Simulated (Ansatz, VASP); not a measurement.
## CaS in VASP and in Ansatz

```xyz
2
Lattice="-0.0139 2.7753 2.7753 2.7753 -0.0139 2.7753 2.7753 2.7753 -0.0139" Properties=species:S:1:pos:R:3 pbc="T T T"
Ca    0.0000    0.0000    0.0000
S     2.7683    2.7683    2.7683
```

Change from the starting cell: equal xy, yz and zx engineering shears of -0.5 %.

Alike in both runs: functional LDA; k mesh 6 × 6 × 6; no spin polarisation.

Ansatz relaxed the structure, and its values are those at the end. VASP's run is a single point on that final structure, the one shown.

|  | VASP | Ansatz |
| --- | --- | --- |
| version | VASP 6.6.1 | Ansatz 0.2.0 |
| potentials or method | VASP PAW LDA potentials, release 64 (Ca_sv, S), cutoff 500 eV | all-electron LAPW, scalar-relativistic |
| occupations | gaussian, width 0.01 eV | fixed |

Ansatz gave:

| Quantity | Value |
| --- | --- |
| gap on the k mesh at the Fermi level (eV) | 1.95 |
| pressure (GPa) | 0.0 |

**Question.** Which values does VASP return?

**Answer.** gap on the k mesh at the Fermi level (eV): 1.93; pressure (GPa): 0.3.

LDA's correlation is that of Perdew and Zunger in VASP and of Perdew and Wang (1992) in Ansatz. Ansatz ran all-electron here, and VASP with PAW potentials.
